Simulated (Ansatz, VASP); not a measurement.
## Mg3ZnC: VASP beside Ansatz

```xyz
5
Lattice="-2.1825 2.1825 4.6061 2.1825 -2.1825 4.6061 2.1825 2.1825 -4.6061" Properties=species:S:1:pos:R:3 pbc="T T T"
Mg    0.0000    2.1825    4.0439
Mg    2.1825    0.0000    4.0439
Mg    0.0000    0.0000    6.1477
Zn    0.0000    0.0000    1.8858
C     0.0000    0.0000    3.9671
```

Alike in both runs: functional PBE; k mesh 12 × 12 × 12; occupations gaussian, width 0.1 eV; no spin polarisation.

Ansatz relaxed the structure, and its values are those at the end. VASP's run is a single point on that final structure, the one shown.

|  | VASP | Ansatz |
| --- | --- | --- |
| version | VASP 6.6.1 | Ansatz 0.2.0 |
| potentials or method | VASP PAW PBE potentials, release 64 (Mg, Zn, C), cutoff 520 eV | scalar-relativistic, plane waves, PAW |
| valence electrons in the cell | 22 | 46 |

|  | VASP | Ansatz | Ansatz less VASP |
| --- | --- | --- | --- |
| gap on the k mesh at the Fermi level (eV) | none | none | - |
| pressure (GPa) | -0.1 | 0.0 | +0.06 |
| rms of the force components (eV/Å) | 0.011 | 0.001 | -0.0098 |

A gap of «none» marks a metal or a gap that the smearing closes. With one functional, cell and mesh, what is left measures potentials, basis and numerics. VASP's potentials hold 22 valence electrons a cell and Ansatz's 46, so a difference there can come from the potentials and not from the codes.
